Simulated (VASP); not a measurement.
# H10C3 in VASP: a series of runs, part 2 of 3

VASP 6.6.1. The steps go on from the part before.

## Step 4: Single point, PBE+D3(BJ)

Contents of INCAR:

```
PREC = Accurate ; ENCUT = 520
EDIFF = 1E-6 ; ISMEAR = -1
SIGMA = 0.05 ; LREAL = Auto
LASPH = True ; NELM = 120
ALGO = Normal ; ISIF = 2
LWAVE = False ; LCHARG = True
GGA = PE ; IVDW = 12
LELF = True ; LVHAR = True
NBANDS = 58 ; GGA_COMPAT = False
```

Contents of KPOINTS:

```
regular mesh
0
Gamma
  1 1 1
```

Contents of POSCAR:

```
H10C3
1.0
    7.7473110000      0.0000000000      0.0000000000
    0.0000000000      7.7473110000      0.0000000000
    0.0000000000      0.0000000000      7.7473110000
C H
9 30
Direct
    0.3076035027      0.9346726884      0.2822269559
    0.6096954156      0.2625297990      0.4169188509
   -0.0061053442      0.8725737227      0.8009230558
   -0.0194777259      0.4098583367      0.1585582404
   -0.0031882030      0.2092338877      0.1631275677
    0.5110031080      0.1167243706      0.8054794754
    0.5817502357     -0.0240083301      0.6829079148
    0.3789314770      0.5204257322      1.0156814410
    0.4364352999      0.5445631394      0.8242214621
    0.2424325034      1.0561083710      0.2678348655
    0.2641561698      0.9009319492      0.4175771439
    0.4470841560      0.9570675554      0.2764184889
    0.2759925347      0.8706375670      0.1649991849
    0.4735449500      0.2752697033      0.4740354427
    0.5942836166      0.2463693532      0.2765991968
    0.6784031259      0.1515622646      0.4836774979
    0.6693935483      0.3785313382      0.4513307908
   -0.0690304029      0.9697041980      0.8656681008
    0.0026202640      0.7653623302      0.8882178604
    0.1428624719      0.8953300055      0.7700349192
   -0.0898763455      0.8265964797      0.6914786305
    0.0425437936      0.4897699344      0.0315722449
   -0.1418298555      0.4283034462      0.1976685846
    0.0527796031      0.4423083054      0.2596901041
    0.0106230407      0.1714788525      0.3034988527
   -0.1257726713      0.1566479002      0.1221585141
    0.0947554577      0.1311680917      0.1047976517
    0.3942916452      0.1684068188      0.7730940451
    0.5118937396      0.0608727338      0.9423785879
    0.5982979127      0.2350492965      0.8290102204
    0.7141832824     -0.0050210970      0.6499674532
    0.5719661958     -0.1435853033      0.7488017455
    0.4935906149     -0.0480682910      0.5715918723
    0.2861896211      0.4235017802      1.0275952521
    0.4881951944      0.4906992891      1.0911140653
    0.3024016978      0.6250426761      1.0710167696
    0.3325540952      0.4830192050      0.7345387322
    0.4861815926      0.6539301185      0.7451875883
    0.5469510647      0.4563389801      0.8181290257
```

Potentials or basis: VASP PAW PBE potentials, release 64 (C, H).

Run with:

```console
$ cat potpaw_PBE.64/C/POTCAR potpaw_PBE.64/H/POTCAR > POTCAR
$ mpirun -np 1 vasp_gam > vasp.out
```

OUTCAR:

```text
PREC = Accurate
   ENCUT = 520
   EDIFF = 1E-6
   ISMEAR = -1
   LREAL = Auto
   LASPH = True
   NELM = 120
   ISIF = 2
   GGA = PE
   IVDW = 12
 IVDW          = 12

 ion  position               nearest neighbor table
   1  0.308  0.935  0.282-  13 1.06  10 1.07  12 1.10  11 1.13
   2  0.610  0.263  0.417-  17 1.05  15 1.10  16 1.14  14 1.15
   3  0.994  0.873  0.801-  18 1.03  19 1.07  21 1.13  20 1.19
   4  0.981  0.410  0.159-  24 1.00  23 1.01  22 1.26   5 1.56
   5  0.997  0.209  0.163-  27 1.07  26 1.08  25 1.13   4 1.56
   6  0.511  0.117  0.805-  28 1.02  29 1.15  30 1.15   7 1.55
   7  0.582  0.976  0.683-  32 1.06  31 1.07  33 1.12   6 1.55
   8  0.379  0.520  0.016-  34 1.04  35 1.05  36 1.09   9 1.56
   9  0.436  0.545  0.824-  39 1.10  38 1.11  37 1.17   8 1.56
  10  0.242  0.056  0.268-   1 1.07
  11  0.264  0.901  0.418-   1 1.13
  12  0.447  0.957  0.276-   1 1.10
  13  0.276  0.871  0.165-   1 1.06
  14  0.474  0.275  0.474-   2 1.15
  15  0.594  0.246  0.277-   2 1.10
[... 22 lines left out ...]
  38  0.486  0.654  0.745-   9 1.11
  39  0.547  0.456  0.818-   9 1.10

  LATTYP: Found a simple cubic cell.
 ALAT       =     7.7473110000

  Lattice vectors:

 A1 = (   7.7473110000,   0.0000000000,   0.0000000000)
 A2 = (   0.0000000000,   7.7473110000,   0.0000000000)
 A3 = (   0.0000000000,   0.0000000000,   7.7473110000)

Analysis of symmetry for initial positions (statically):
=====================================================================
 Subroutine PRICEL returns:
 Original cell was already a primitive cell.

 Routine SETGRP: Setting up the symmetry group for a
 simple cubic supercell.

 Subroutine GETGRP returns: Found  1 space group operations
 (whereof  1 operations were pure point group operations)
 out of a pool of 48 trial point group operations.

The static configuration has the point symmetry C_1 .
[... 184 lines left out ...]
  volume/ion in A,a.u.               =      11.92        80.46
  Fermi-wavevector in a.u.,A,eV,Ry     =   0.853962  1.613754  9.922061  0.729251
  Thomas-Fermi vector in A             =   1.970485
   LORBIT       =      0    0 simple, 1 ext, 2 COOP (PROOUT), +10 PAW based schemes
   GGA     = PE    functional components
   LHFCALC =     F    Hartree Fock is set to
   AEXX    =    0.0000 exact exchange contribution
   IVDW    =    12    specifies the selected vdW correction
   LEPSILON=     F    determine dielectric tensor
   LRPA    =     F    only Hartree local field effects (RPA)
 non-spin polarized calculation
  energy-cutoff  :      520.00
  volume of cell :      465.00
 maximum number of plane-waves:      6267
 NGX is ok and might be reduce to    60
   NGX = 29   NGY = 29   NGZ = 29

 number of electron      65.9999998 magnetization

 Free energy of the ion-electron system (eV)
  ---------------------------------------------------
  ext. energy  EPLUGINS =         0.00000000
  ---------------------------------------------------
  free energy    TOTEN  =      -189.76600581 eV

  energy without entropy =     -189.76600581  energy(sigma->0) =     -189.76600581

 E-fermi :  -3.8034     XC(G=0):  -5.6736

 val. band max:       -5.0831070126   @ k =   0.0000   0.0000   0.0000
 cond. band min:       0.9590932594   @ k =   0.0000   0.0000   0.0000
 fundamental gap:      6.0422002720
 Fermi energy:        -3.8034308779

 k-point     1 :       0.0000    0.0000    0.0000
  band No.  band energies     occupation
      1     -16.4695      2.00000
      2     -16.3255      2.00000
      3     -16.0734      2.00000
      4     -14.8213      2.00000
      5     -14.7678      2.00000
      6     -14.5073      2.00000
[... 37 lines left out ...]
     44       4.4148      0.00000
     45       4.4273      0.00000
 [bands above 45 left out]

------------------------ aborting loop because EDIFF is reached ----------------------------------------

 Edisp (eV)   -1.20636

 E8    (eV) :    -0.2622

  FORCE on cell =-STRESS in cart. coord.  units (eV):
  Direction    XX          YY          ZZ          XY          YZ          ZX
  --------------------------------------------------------------------------------------
  -------------------------------------------------------------------------------------
  Total       4.81892     9.15302    -2.72432    -1.93078     3.61886     2.79299
  in kB      16.60381    31.53713    -9.38677    -6.65258    12.46895     9.62337
  external pressure =       12.92 kB  Pullay stress =        0.00 kB

 VOLUME and BASIS-vectors are now :
 -----------------------------------------------------------------------------
  energy-cutoff  :      520.00
  volume of cell :      465.00
      direct lattice vectors                 reciprocal lattice vectors
     7.747311000  0.000000000  0.000000000     0.129077044  0.000000000  0.000000000
     0.000000000  7.747311000  0.000000000     0.000000000  0.129077044  0.000000000
     0.000000000  0.000000000  7.747311000     0.000000000  0.000000000  0.129077044

 POSITION                                       TOTAL-FORCE (eV/Angst)
 -----------------------------------------------------------------------------------
      2.38310      7.24120      2.18650         0.451373      1.123221      1.507474
      4.72350      2.03390      3.23000        -1.832246     -1.727870      0.704344
      7.70001      6.76010      6.20500         2.702519     -2.118693     -2.096772
      7.59641      3.17530      1.22840         3.170094     -1.531735     -5.312597
      7.72261      1.62100      1.26380        -0.940591      0.160917      1.273753
      3.95890      0.90430      6.24030         4.013204     -0.677604      2.505063
[... 31 lines left out ...]
      3.76660      5.06620      5.77320        -0.590393      0.399552      1.340869
      4.23740      3.53540      6.33830        -0.015225     -0.099633     -0.494773
 -----------------------------------------------------------------------------------
    total drift:                                0.008937     -0.011494      0.012697

  FREE ENERGIE OF THE ION-ELECTRON SYSTEM (eV)
  ---------------------------------------------------
  free  energy   TOTEN  =      -190.9723681710 eV

  energy  without entropy=     -190.9723681710  energy(sigma->0) =     -190.97236817
```

OSZICAR:

```text
N       E                     dE             d eps       ncg     rms          rms(c)
DAV:   1     0.389082700513E+03    0.38908E+03   -0.28925E+04   116   0.959E+02
DAV:   2    -0.149527805960E+03   -0.53861E+03   -0.51375E+03   158   0.210E+02
DAV:   3    -0.212091891522E+03   -0.62564E+02   -0.62131E+02   144   0.767E+01
DAV:   4    -0.213999659038E+03   -0.19078E+01   -0.19025E+01   152   0.160E+01
DAV:   5    -0.214046653892E+03   -0.46995E-01   -0.46966E-01   160   0.240E+00    0.241E+01
DAV:   6    -0.193389888917E+03    0.20657E+02   -0.34026E+01   144   0.176E+01    0.117E+01
DAV:   7    -0.190405429843E+03    0.29845E+01   -0.80416E+00   152   0.877E+00    0.649E+00
DAV:   8    -0.189807806787E+03    0.59762E+00   -0.16452E+00   144   0.430E+00    0.181E+00
DAV:   9    -0.189746352957E+03    0.61454E-01   -0.30942E-01   144   0.174E+00    0.517E-01
DAV:  10    -0.189760994642E+03   -0.14642E-01   -0.31324E-02   120   0.648E-01    0.186E-01
DAV:  11    -0.189764886441E+03   -0.38918E-02   -0.30651E-03   136   0.281E-01    0.115E-01
DAV:  12    -0.189766037581E+03   -0.11511E-02   -0.21468E-03   120   0.220E-01    0.489E-02
DAV:  13    -0.189766063349E+03   -0.25767E-04   -0.47493E-04   136   0.102E-01    0.361E-02
DAV:  14    -0.189766015438E+03    0.47911E-04   -0.12049E-04   120   0.466E-02    0.137E-02
DAV:  15    -0.189766009241E+03    0.61967E-05   -0.27115E-05   160   0.237E-02    0.901E-03
DAV:  16    -0.189766006702E+03    0.25397E-05   -0.11167E-05   136   0.145E-02    0.501E-03
DAV:  17    -0.189766005811E+03    0.89045E-06   -0.16727E-06   112   0.573E-03
   1 F= -.19097237E+03 E0= -.19097237E+03  d E =-.265227E-10
```

Wall time 1.9 min (1 thread of AMD EPYC 7R43 (Zen 3), shared host); peak memory 0.41 GiB.

What came out:

| Quantity | Value |
| --- | --- |
| Free energy | -190.9724 eV |
| Pressure | 1.3 GPa |
| Largest force | 6.373 eV/Å |
| Band gap on the k mesh | 6.04 eV |
| Dispersion energy per atom | -0.031 eV |

Forces in eV/Å, atoms in the order of the input:
```
C    0.451  1.123  1.507
C   -1.832 -1.728  0.704
C    2.703 -2.119 -2.097
C    3.170 -1.532 -5.313
C   -0.941  0.161  1.274
C    4.013 -0.678  2.505
C   -1.859  0.571  0.110
C   -0.153  2.594 -1.472
C   -0.878 -2.119 -1.328
H    0.225  0.898 -0.079
H    0.303 -0.876 -1.315
H    0.000  0.023  0.303
H   -0.679 -1.434 -0.264
H    1.204 -0.377 -0.527
H    0.291 -0.012  0.236
H   -0.657  1.127 -1.083
H    1.062  1.655  0.145
H   -0.838  2.234  1.100
H   -0.153 -0.783  0.656
H   -2.482  0.142  0.025
H    1.016  0.400  0.368
H   -1.954 -1.740  2.412
H   -3.639  1.313  0.246
H    2.683  1.882  3.156
H   -0.354  0.291 -0.701
H   -0.468 -0.474 -0.249
H    0.794  0.395 -0.990
H   -2.771  0.844 -0.660
H   -0.560  0.447 -1.118
H   -0.516 -1.290 -0.774
H    0.605  0.075 -0.478
H    0.243 -1.101  0.841
H    0.749  0.542  0.163
H   -0.776 -1.960 -0.253
H    1.022 -0.096  1.095
H    0.464  0.639  0.110
H    1.117  0.663  0.899
H   -0.590  0.400  1.341
H   -0.015 -0.100 -0.495
```

Stress tensor (GPa, compression positive):
```
 1.66 -0.67  0.96
-0.67  3.15  1.25
 0.96  1.25 -0.94
```

Caveat: the k points lie up to 0.81 Å⁻¹ apart.

(Continued in part 3 of 3.)
